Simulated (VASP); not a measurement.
Pt: single point with PBEsol

Pt:

```
Pt
1.0
     0.00000    1.79395    2.33213
     1.79395    0.00000    2.33213
     1.79395    1.79395    0.00000
Pt
1
Direct
  0.00000 0.00000 0.00000
```

This cell differs from its parent crystal: ratio of the length along z to the lengths across it x 1.3, volume and fractional coordinates fixed.

```yaml
Program: VASP 6.6.1
Task: single point
Functional: PBEsol
Potentials_or_basis: VASP PAW PBE potentials, release 64 (Pt)
Cutoff: 520 eV
k_mesh: 24 × 24 × 24
Occupations: gaussian, width 0.15 eV
Spin: no spin polarisation
```

```json
{
  "Pressure": "12.7 GPa",
  "Band gap on the k mesh": "zero (bands 5 and 6 overlap by 4.17 eV)"
}
```

Stress tensor (GPa, compression positive):
```
 27.95   0.00   0.00
  0.00  27.95   0.00
  0.00   0.00 -17.87
```

Levels at points of the mesh, in eV from the Fermi level:
| k point | band 2 | band 3 | band 4 | band 5 | band 6 | band 7 | band 8 | band 9 |
| --- | --- | --- | --- | --- | --- | --- | --- | --- |
| (0.00, 0.00, 0.00) | -5.79 | -3.75 | -2.22 | -2.22 | 0.18 | 15.73 | 15.81 | 21.84 |
| (0.50, 0.00, 0.00) | -5.15 | -2.42 | -0.22 | -0.18 | 0.33 | 6.68 | 12.46 | 19.24 |
| (0.50, 0.50, 0.00) | -6.91 | -0.86 | 0.43 | 0.43 | 0.65 | 4.93 | 14.96 | 14.96 |
| (0.50, 0.00, 0.50) | -6.12 | -1.13 | -0.48 | 2.28 | 3.81 | 9.93 | 11.22 | 11.86 |

Run time: 54 s on 1 thread of Intel(R) Xeon(R) 6975P-C (Granite Rapids), on a shared host, peak memory 0.28 GiB.

Caveat: the cell stands under pressure; the PAW data sets were made with another functional, which shifts forces and pressure a little; spin-orbit coupling is left out, which moves the levels of the heavy elements.
